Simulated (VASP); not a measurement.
Set up this calculation in VASP 6.6.1, as the native input.

```yaml
Task: single point
Functional: LDA
Potentials_or_basis: VASP PAW LDA potentials, release 64 (Ta_pv)
Cutoff: 500 eV
k_mesh: 11 × 11 × 11
Occupations: fermi-dirac, width 0.05 eV
Spin: no spin polarisation
Dipole_correction: no
Further_INCAR_settings: ALGO = Normal; EDIFF = 1e-06; NBANDS = 12
```

The structure of Ta lies in POSCAR:

```
Ta
1.0
   -1.5952375181      1.5952375181      1.5952375181
    1.5952375181     -1.5952375181      1.5952375181
    1.5952375181      1.5952375181     -1.5952375181
Ta
1
Direct
    0.0000000000      0.0000000000      0.0000000000
```

The input as run:

INCAR

```
SYSTEM = Ta
  PREC = Accurate
  ENCUT = 500
  EDIFF = 1E-6
  ISMEAR = -1
  SIGMA = 0.05
  LREAL = .False.
  LASPH = .True.
  NELM = 120
  ALGO = Normal
  ISIF = 2
  LWAVE = .False.
  LCHARG = .False.
  GGA = CA
  NBANDS = 12
  GGA_COMPAT = .False.
```

KPOINTS

```
regular mesh
0
Gamma
  11 11 11
  0 0 0
```

Potentials or basis: VASP PAW LDA potentials, release 64 (Ta_pv).

Run with:

```console
$ cat potpaw_LDA.64/Ta_pv/POTCAR > POTCAR
$ mpirun -np 1 vasp_std > vasp.out
```

Results of the run:

```
Pressure : 16.0 GPa
```

Wall time 7.8 s on 1 thread of Intel Xeon 8259CL, on a shared host, peak memory 0.12 GiB.
